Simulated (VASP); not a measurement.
# Ga (Fd-3m) in VASP: further runs, part 2 of 2

VASP 6.6.1.

## Step 3: Single point, BLYP (volume scaled by 0.88)

INCAR

```
SYSTEM = Ga
AGGAC = 1.0 ; AGGAX = 1.0
ALDAC = 0.0 ; ALDAX = 1.0
ALGO = Normal ; EDIFF = 1E-7
ENCUT = 520 ; GGA = B5
ISIF = 2 ; ISMEAR = -1
LASPH = .True. ; LCHARG = .True.
LELF = .True. ; LREAL = .False.
LVHAR = .True. ; LWAVE = .False.
NBANDS = 20 ; NELM = 80
PREC = Accurate ; SIGMA = 0.1
```

KPOINTS

```
k-points
0
Gamma
  10 10 10
  0 0 0
```

POSCAR

```
Ga
1.0
    0.0000000000      2.8964810781      2.8964810781
    2.8964810781      0.0000000000      2.8964810781
    2.8964810781      2.8964810781      0.0000000000
Ga
2
Direct
    0.1250000000      0.1250000000      0.1250000000
    0.8750000000      0.8750000000      0.8750000000
```

Potentials or basis: VASP PAW PBE potentials, release 64 (Ga_d).

The run is started by

```console
$ cat potpaw_PBE.64/Ga_d/POTCAR > POTCAR
$ mpirun -np 1 vasp_std > vasp.out
```

OUTCAR:

```text
SYSTEM = Ga
   EDIFF = 1E-7
   ENCUT = 520
   GGA = B5
   ISIF = 2
   ISMEAR = -1
   LASPH = .True.
   LREAL = .False.
   NELM = 80
   PREC = Accurate

 ion  position               nearest neighbor table
   1  0.125  0.125  0.125-   2 2.51   2 2.51   2 2.51   2 2.51
   2  0.875  0.875  0.875-   1 2.51   1 2.51   1 2.51   1 2.51

  LATTYP: Found a face centered cubic cell.
 ALAT       =     5.7929621562

  Lattice vectors:

 A1 = (   0.0000000000,   2.8964810781,   2.8964810781)
 A2 = (   2.8964810781,   0.0000000000,   2.8964810781)
 A3 = (   2.8964810781,   2.8964810781,   0.0000000000)

Analysis of symmetry for initial positions (statically):
=====================================================================
 Subroutine PRICEL returns:
 Original cell was already a primitive cell.

 Routine SETGRP: Setting up the symmetry group for a
 face centered cubic supercell.

 Subroutine GETGRP returns: Found 48 space group operations
 (whereof 12 operations were pure point group operations)
 out of a pool of 48 trial point group operations.

The static configuration has the point symmetry D_3d.
 The point group associated with its full space group is O_h .

Analysis of symmetry for dynamics (positions and initial velocities):
=====================================================================
 Subroutine PRICEL returns:
 Original cell was already a primitive cell.

 Routine SETGRP: Setting up the symmetry group for a
 face centered cubic supercell.

 Subroutine GETGRP returns: Found 48 space group operations
 (whereof 12 operations were pure point group operations)
 out of a pool of 48 trial point group operations.

The dynamic configuration has the point symmetry D_3d.
 The point group associated with its full space group is O_h .

 Subroutine INISYM returns: Found 48 space group operations
 (whereof 12 operations are pure point group operations),
 and found     1 'primitive' translations

----------------------------------------------------------------------------------------

                                     Primitive cell

  volume of cell :      48.6007

  direct lattice vectors                    reciprocal lattice vectors
     0.000000000  2.896481078  2.896481078    -0.172623258  0.172623258  0.172623258
     2.896481078  0.000000000  2.896481078     0.172623258 -0.172623258  0.172623258
     2.896481078  2.896481078  0.000000000     0.172623258  0.172623258 -0.172623258

  length of vectors
     4.096242824  4.096242824  4.096242824     0.298992253  0.298992253  0.298992253

  position of ions in fractional coordinates (direct lattice)
     0.125000000  0.125000000  0.125000000
     0.875000000  0.875000000  0.875000000

  ion indices of the primitive-cell ions
   primitive index   ion index
                 1           1
                 2           2

----------------------------------------------------------------------------------------

 KPOINTS: k-points

Automatic generation of k-mesh.
 Grid dimensions read from file:
 generate k-points for:   10   10   10

 Generating k-lattice:

  Cartesian coordinates                     Fractional coordinates (reciprocal lattice)
    -0.017262326  0.017262326  0.017262326     0.100000000  0.000000000  0.000000000
     0.017262326 -0.017262326  0.017262326     0.000000000  0.100000000  0.000000000
     0.017262326  0.017262326 -0.017262326     0.000000000  0.000000000  0.100000000

  Length of vectors
     0.029899225  0.029899225  0.029899225

  Shift w.r.t. Gamma in fractional coordinates (k-lattice)
     0.000000000  0.000000000  0.000000000

 Subroutine IBZKPT returns following result:
 ===========================================

 Found     47 irreducible k-points:

 Following reciprocal coordinates:
            Coordinates               Weight
  0.000000  0.000000  0.000000      1.000000
  0.100000  0.000000  0.000000      8.000000
  0.200000  0.000000  0.000000      8.000000
  0.300000  0.000000  0.000000      8.000000
  0.400000  0.000000  0.000000      8.000000
  0.500000  0.000000  0.000000      4.000000
[... 16 lines left out ...]
  0.300000  0.300000  0.000000      6.000000
  0.400000  0.300000  0.000000     24.000000
 [... further k-points ...]
   k-points           NKPTS =     47   k-points in BZ     NKDIM =     47   number of bands    NBANDS=     20
   number of dos      NEDOS =    301   number of ions     NIONS =      2
   total plane-waves  NPLWV =  27000
   dimension x,y,z NGX =    30 NGY =   30 NGZ =   30
   dimension x,y,z NGXF=    60 NGYF=   60 NGZF=   60
   ions per type =               2
   NGX,Y,Z   is equivalent  to a cutoff of  12.18, 12.18, 12.18 a.u.
   NGXF,Y,Z  is equivalent  to a cutoff of  24.35, 24.35, 24.35 a.u.
 SYSTEM =  Ga
   PREC   = accura    normal or accurate (medium, high low for compatibility)
   ISTART =      0    job   : 0-new  1-cont  2-samecut
   ICHARG =      2    charge: 1-file 2-atom 10-const
   ISPIN  =      1    spin polarized calculation?
   LNONCOLLINEAR =      F non collinear calculations
   LSORBIT =      F    spin-orbit coupling
   LASPH  =      T    aspherical Exc in radial PAW
   ENCUT  =  520.0 eV  38.22 Ry    6.18 a.u.   7.62  7.62  7.62*2*pi/ulx,y,z
   NELM   =     80;   NELMIN=  2; NELMDL= -5     # of ELM steps
   EDIFF  = 0.1E-06   stopping-criterion for ELM
   LREAL  =      F    real-space projection
   EDIFFG = 0.1E-05   stopping-criterion for IOM
   NSW    =      0    number of steps for IOM
   IBRION =     -1    ionic relax: 0-MD 1-quasi-New 2-CG
   NFREE  =      0    steps in history (QN), initial steepest desc. (CG)
   ISIF   =      2    stress and relaxation
   ISYM   =      2    0-nonsym 1-usesym 2-fastsym
   POTIM  = 0.5000    time-step for ionic-motion
   TEBEG  =    0.0;   TEEND  =   0.0 temperature during run
   PSTRESS=    0.0 pullay stress
   NELECT =      26.0000    total number of electrons
   NUPDOWN=      -1.0000    fix difference up-down
   EMIN   =  10.00;   EMAX   =-10.00  energy-range for DOS
   EFERMI =   0.00;   METHOD = LEGACY
   ISMEAR =    -1;   SIGMA  =   0.10  broadening in eV -4-tet -1-fermi 0-gaus
   EFERMI_NEDOS =   21; number of points for ismear=-14 and -15
   IALGO  =     38    algorithm
   IMIX   =      4    mixing-type and parameters
     AMIX     =   0.40;   BMIX     =  1.00
     AMIX_MAG =   1.60;   BMIX_MAG =  1.00
  volume/ion in A,a.u.               =      24.30       163.99
  Fermi-wavevector in a.u.,A,eV,Ry     =   1.328980  2.511409 24.030460  1.766189
  Thomas-Fermi vector in A             =   2.458177
   LORBIT       =      0    0 simple, 1 ext, 2 COOP (PROOUT), +10 PAW based schemes
   GGA     = B5    functional components
   LHFCALC =     F    Hartree Fock is set to
   AEXX    =    0.0000 exact exchange contribution
   IVDW    =     0    specifies the selected vdW correction
   LEPSILON=     F    determine dielectric tensor
   LRPA    =     F    only Hartree local field effects (RPA)
 non-spin polarized calculation
  energy-cutoff  :      520.00
  volume of cell :       48.60
 maximum number of plane-waves:      1363
   NGX = 15   NGY = 15   NGZ = 15

 number of electron      26.0000009 magnetization

 Free energy of the ion-electron system (eV)
  ---------------------------------------------------
  ext. energy  EPLUGINS =         0.00000000
  ---------------------------------------------------
  free energy    TOTEN  =        -4.08209359 eV

  energy without entropy =       -4.04195076  energy(sigma->0) =       -4.06202217

 E-fermi :   3.3146     XC(G=0):  -8.9161

 val. band max:        3.3094995660   @ k =   0.5000   0.3000   0.1000
 cond. band min:       3.4917384939   @ k =  -0.1000   0.1000   0.0000
 fundamental gap:      0.1822389280
 Fermi energy:         3.3145630508

 k-point     1 :       0.0000    0.0000    0.0000
  band No.  band energies     occupation
      1     -11.5594      2.00000
      2     -11.5594      2.00000
      3     -11.5594      2.00000
      4     -11.5161      2.00000
      5     -11.5161      2.00000
      6     -11.1801      2.00000
[... 12 lines left out ...]
     19      11.5377      0.00000
     20      14.7194      0.00000
[... 507 lines left out ...]
 k-point    24 :       0.4000    0.3000    0.0000
  band No.  band energies     occupation
      1     -11.6101      2.00000
      2     -11.5953      2.00000
      3     -11.5542      2.00000
      4     -11.4033      2.00000
      5     -11.3941      2.00000
      6     -11.3337      2.00000
[... 12 lines left out ...]
     19      15.5263      0.00000
     20      16.8846      0.00000

 [... further k-points ...]

------------------------ aborting loop because EDIFF is reached ----------------------------------------

  FORCE on cell =-STRESS in cart. coord.  units (eV):
  Direction    XX          YY          ZZ          XY          YZ          ZX
  --------------------------------------------------------------------------------------
  -------------------------------------------------------------------------------------
  Total        1.4588918      1.4588918      1.4588918      0.0000000      0.0000000      0.0000000
  in kB       48.0940771     48.0940771     48.0940771      0.0000000      0.0000000      0.0000000
  external PRESSURE =      48.0940771 kB  Pullay stress =       0.0000000 kB

 VOLUME and BASIS-vectors are now :
 -----------------------------------------------------------------------------
  energy-cutoff  :      520.00
  volume of cell :       48.60
      direct lattice vectors                 reciprocal lattice vectors
     0.000000000  2.896481078  2.896481078    -0.172623258  0.172623258  0.172623258
     2.896481078  0.000000000  2.896481078     0.172623258 -0.172623258  0.172623258
     2.896481078  2.896481078  0.000000000     0.172623258  0.172623258 -0.172623258

 POSITION                                       TOTAL-FORCE (eV/Angst)
 -----------------------------------------------------------------------------------
      0.72412      0.72412      0.72412        -0.000000     -0.000000     -0.000000
      5.06884      5.06884      5.06884         0.000000      0.000000      0.000000
 -----------------------------------------------------------------------------------
    total drift:                               -0.000000      0.000000      0.000000

  FREE ENERGIE OF THE ION-ELECTRON SYSTEM (eV)
  ---------------------------------------------------
  free  energy   TOTEN  =        -4.0820935879 eV

  energy  without entropy=       -4.0419507602  energy(sigma->0) =       -4.06202217
```

Run time: 55 s. Hardware: 1 thread of Intel Xeon Platinum 8488C (Sapphire Rapids), shared host; peak memory 0.18 GiB.

Results:

| Quantity | Value |
| --- | --- |
| Free energy | -4.0821 eV |
| Pressure | 4.8 GPa |
| Band gap on the k mesh | zero (band 13 reaches 6.12 eV, above the bottom of band 14 at 1.93 eV) |

Levels at points of the mesh, in eV from the Fermi level:
| k point | band 9 | band 10 | band 11 | band 12 | band 13 | band 14 | band 15 | band 16 | band 17 | band 18 |
| --- | --- | --- | --- | --- | --- | --- | --- | --- | --- | --- |
| (0.00, 0.00, 0.00) | -14.43 | -14.43 | -9.58 | 2.81 | 2.81 | 2.81 | 3.58 | 4.87 | 4.87 | 4.87 |
| (0.50, 0.00, 0.00) | -14.41 | -14.41 | -7.37 | -4.72 | 1.28 | 1.28 | 3.06 | 5.92 | 5.92 | 8.59 |
| (0.50, 0.50, 0.00) | -14.39 | -14.39 | -5.64 | -5.64 | -0.52 | -0.52 | 3.00 | 3.00 | 11.96 | 11.96 |

Caveat: the PAW data sets were made with another functional, which shifts forces and pressure a little.

## Step 4: Single point, BLYP (volume scaled by 0.92)

INCAR

```
SYSTEM = Ga
  PREC = Accurate
  ENCUT = 520
  EDIFF = 1E-7
  ISMEAR = -1
  SIGMA = 0.1
  LREAL = .FALSE.
  LASPH = .TRUE.
  NELM = 60
  ALGO = Normal
  ISIF = 2
  LWAVE = .FALSE.
  LCHARG = .FALSE.
  GGA = B5
  ALDAX = 1.0
  AGGAX = 1.0
  AGGAC = 1.0
  ALDAC = 0.0
  NBANDS = 20
```

KPOINTS

```
regular mesh
0
G
  10 10 10
  0 0 0
```

POSCAR

```
Ga
1.0
    0.0000000000      2.9397185135      2.9397185135
    2.9397185135      0.0000000000      2.9397185135
    2.9397185135      2.9397185135      0.0000000000
Ga
2
Direct
    0.1250000000      0.1250000000      0.1250000000
    0.8750000000      0.8750000000      0.8750000000
```

The run is started by

```console
$ cat potpaw_PBE.64/Ga_d/POTCAR > POTCAR
$ mpirun -np 1 vasp_std > vasp.out
```

It took 45 s on 1 thread of Intel Xeon Platinum 8488C (Sapphire Rapids), shared host; peak memory 0.19 GiB.

Results (log left out):

```
Free energy            : -4.1348 eV
Pressure               : 2.9 GPa
Band gap on the k mesh : zero (band 13 reaches 5.70 eV, above the bottom of band 14 at 1.73 eV)
```

Levels at points of the mesh, in eV from the Fermi level:
| k point | band 9 | band 10 | band 11 | band 12 | band 13 | band 14 | band 15 | band 16 | band 17 | band 18 |
| --- | --- | --- | --- | --- | --- | --- | --- | --- | --- | --- |
| (0.00, 0.00, 0.00) | -14.45 | -14.45 | -9.36 | 2.68 | 2.68 | 2.68 | 3.11 | 4.73 | 4.73 | 4.73 |
| (0.50, 0.00, 0.00) | -14.42 | -14.42 | -7.26 | -4.61 | 1.22 | 1.22 | 2.81 | 5.78 | 5.78 | 8.47 |
| (0.50, 0.50, 0.00) | -14.40 | -14.40 | -5.59 | -5.59 | -0.49 | -0.49 | 2.93 | 2.93 | 11.51 | 11.51 |

Caveat: the PAW data sets were made with another functional, which shifts forces and pressure a little.

## Step 5: Single point, BLYP (volume scaled by 0.96)

INCAR

```
PREC = Accurate ; ENCUT = 520
EDIFF = 1E-6 ; ISMEAR = -1
SIGMA = 0.1 ; LREAL = F
LASPH = T ; NELM = 100
ALGO = Normal ; ISIF = 2
LWAVE = F ; LCHARG = F
GGA = B5 ; ALDAX = 1.0
AGGAX = 1.0 ; AGGAC = 1.0
ALDAC = 0.0 ; NBANDS = 20
```

KPOINTS

```
regular mesh
0
Gamma
  10 10 10
```

POSCAR

```
Ga
1.0
    0.0000000000      2.9817201669      2.9817201669
    2.9817201669      0.0000000000      2.9817201669
    2.9817201669      2.9817201669      0.0000000000
Ga
2
Direct
    0.1250000000      0.1250000000      0.1250000000
    0.8750000000      0.8750000000      0.8750000000
```

The run is started by

```console
$ cat potpaw_PBE.64/Ga_d/POTCAR > POTCAR
$ mpirun -np 1 vasp_std > vasp.out
```

Run time: 42 s. Hardware: 1 thread of Intel Xeon Platinum 8488C (Sapphire Rapids), shared host; peak memory 0.19 GiB.

Results (log left out):

| Property | Result |
| --- | --- |
| Free energy | -4.1639 eV |
| Pressure | 1.4 GPa |
| Band gap on the k mesh | zero (band 13 reaches 5.32 eV, above the bottom of band 14 at 1.54 eV) |

Levels at points of the mesh, in eV from the Fermi level:
```csv
k point,band 11,band 12,band 13,band 14,band 15,band 16
"(0.00, 0.00, 0.00)",-9.16,2.56,2.56,2.56,2.67,4.61
"(0.50, 0.00, 0.00)",-7.16,-4.52,1.17,1.17,2.58,5.65
"(0.50, 0.50, 0.00)",-5.54,-5.54,-0.46,-0.46,2.87,2.87
```

Caveat: the PAW data sets were made with another functional, which shifts forces and pressure a little.

## Step 6: Single point, BLYP

INCAR

```
SYSTEM = Ga
PREC = Accurate
ENCUT = 520
EDIFF = 1E-7
ISMEAR = -1
SIGMA = 0.1
LREAL = .FALSE.
LASPH = .TRUE.
NELM = 80
ALGO = Normal
ISIF = 2
LWAVE = .FALSE.
LCHARG = .FALSE.
GGA = B5
ALDAX = 1.0
AGGAX = 1.0
AGGAC = 1.0
ALDAC = 0.0
NBANDS = 20
```

KPOINTS

```
regular mesh
0
G
  10 10 10
  0 0 0
```

POSCAR

```
Ga
1.0
    0.0000000000      3.0225707249      3.0225707249
    3.0225707249      0.0000000000      3.0225707249
    3.0225707249      3.0225707249      0.0000000000
Ga
2
Direct
    0.1250000000      0.1250000000      0.1250000000
    0.8750000000      0.8750000000      0.8750000000
```

Potentials or basis: VASP PAW PBE potentials, release 64 (Ga_d).

The run is started by

```console
$ cat potpaw_PBE.64/Ga_d/POTCAR > POTCAR
$ mpirun -np 1 vasp_std > vasp.out
```

It took 52 s on 1 thread of Intel Xeon Platinum 8488C (Sapphire Rapids), shared host; peak memory 0.19 GiB.

The run converged. Its results:

- Free energy: -4.1744 eV
- Pressure: 0.2 GPa
- Band gap on the k mesh: zero (band 13 reaches 4.98 eV, above the bottom of band 14 at 1.37 eV)

Levels at points of the mesh, in eV from the Fermi level:
```
           k point  band 9  band 10  band 11  band 12  band 13  band 14  band 15  band 16  band 17  band 18
(0.00, 0.00, 0.00)  -14.48   -14.48    -8.98     2.27     2.45     2.45     2.45     4.49     4.49     4.49
(0.50, 0.00, 0.00)  -14.46   -14.46    -7.07    -4.44     1.12     1.12     2.36     5.53     5.53     8.22
(0.50, 0.50, 0.00)  -14.44   -14.44    -5.49    -5.49    -0.44    -0.44     2.80     2.80    10.69    10.69
```

Caveat: the PAW data sets were made with another functional, which shifts forces and pressure a little.

## Step 7: The runs side by side

```csv
cell,k mesh,gap on the mesh (eV),pressure (GPa)
"a = 4.275 Å, angles 60.0°, 2 atoms",9 × 9 × 9,none,0.1
"a = 4.096 Å, angles 60.0°, 2 atoms",10 × 10 × 10,none,4.8
"a = 4.157 Å, angles 60.0°, 2 atoms",10 × 10 × 10,none,2.9
"a = 4.217 Å, angles 60.0°, 2 atoms",10 × 10 × 10,none,1.4
"a = 4.275 Å, angles 60.0°, 2 atoms",10 × 10 × 10,none,0.2
```

Alike in all rows: task single point; level BLYP; potentials or basis VASP PAW PBE potentials, release 64 (Ga_d); no spin polarisation; cutoff (eV) 520; smearing fermi-dirac 0.1 eV.

Caveats: the PAW data sets were made with another functional, which shifts forces and pressure a little.

Absolute energies hang on the potentials; compare differences alone.
